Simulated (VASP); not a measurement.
Runs of VASP 6.6.1 on F. The structure is that of space group Cmce (No. 64), or close to it. The cells are those of the table. 

```tsv
task	level	potentials or basis	k mesh	smearing	gap on the mesh (eV)	pressure (GPa)	largest force (eV/Å)
single point	r2SCAN	VASP PAW PBE potentials, release 64 (F)	10 × 10 × 4	gaussian 0.01 eV	3.72	1.6	0.55
single point	PBE	VASP PAW PBE potentials, release 64 (F)	10 × 10 × 4	fermi-dirac 0.02 eV	2.88	(b)	1.00
single point	LDA	VASP PAW LDA potentials, release 64 (F)	10 × 10 × 4	gaussian 0.01 eV	2.62	-1.2	0.35
single point	r2SCAN+rVV10	VASP PAW PBE potentials, release 64 (F)	8 × 8 × 4	fermi-dirac 0.02 eV	(a)	0.8	0.58
dielectric tensor	PBE	VASP PAW PBE potentials, release 64 (F)	8 × 8 × 4	gaussian 0.01 eV	2.88	-	-
```

Alike in all rows: no spin polarisation; cell a = 2.954, b = 2.954, c = 6.535 Å, angles 89.7, 89.7, 66.3°, 4 atoms; cutoff (eV) 520.

Estimate the missing entries.

(a) 3.70; (b) 5.0.

Caveats: the PAW data sets were made with another functional, which shifts forces and pressure a little (at least some runs); this functional lacks dispersion, which holds the molecules together, so the pressure and a relaxed volume are unreliable (at least some runs); the cell stands under pressure (at least some runs); forces of over 1 eV/Å act on the atoms, so gaps and moduli don't describe the material at rest (at least some runs).

A k mesh can miss the band edges.
